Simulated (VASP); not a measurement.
Wanted: the native input for a VASP 6.6.1 run.

```
Task                   : single point
Functional             : LDA
Potentials or basis    : VASP PAW LDA potentials, release 64 (Na_pv, F)
Cutoff                 : 600 eV
k mesh                 : 8 × 8 × 8
Occupations            : gaussian, width 0.02 eV
Spin                   : no spin polarisation
Dipole correction      : no
Further INCAR settings : ALGO = Normal; EDIFF = 1e-06; NBANDS = 14
```

The structure of NaF lies in POSCAR:

```
NaF
1.0
    0.0000000000      2.2511377514      2.2511377514
    2.2511377514      0.0000000000      2.2511377514
    2.2511377514      2.2511377514      0.0000000000
Na F
1 1
Direct
    0.0000000000      0.0000000000      0.0000000000
    0.5000000000      0.5000000000      0.5000000000
```

One way to write it, as run:

INCAR

```
SYSTEM = NaF
ALGO = Normal ; EDIFF = 1E-6
ENCUT = 600 ; GGA = CA
GGA_COMPAT = .FALSE. ; ISIF = 2
ISMEAR = 0 ; LASPH = .TRUE.
LCHARG = .FALSE. ; LREAL = .FALSE.
LWAVE = .FALSE. ; NBANDS = 14
NELM = 120 ; PREC = Accurate
SIGMA = 0.02
```

KPOINTS

```
k-points
0
G
  8 8 8
  0 0 0
```

Potentials or basis: VASP PAW LDA potentials, release 64 (Na_pv, F).

Launch:

```bash
$ cat potpaw_LDA.64/Na_pv/POTCAR potpaw_LDA.64/F/POTCAR > POTCAR
$ mpirun -np 1 vasp_std > vasp.out
```

Results of the run:

The pressure is -0.1 GPa and the band gap on the k mesh is 6.44 eV.

Wall time 4.9 s on 1 thread of Intel(R) Xeon(R) 6975P-C (Granite Rapids), on a shared host, peak memory 0.13 GiB.
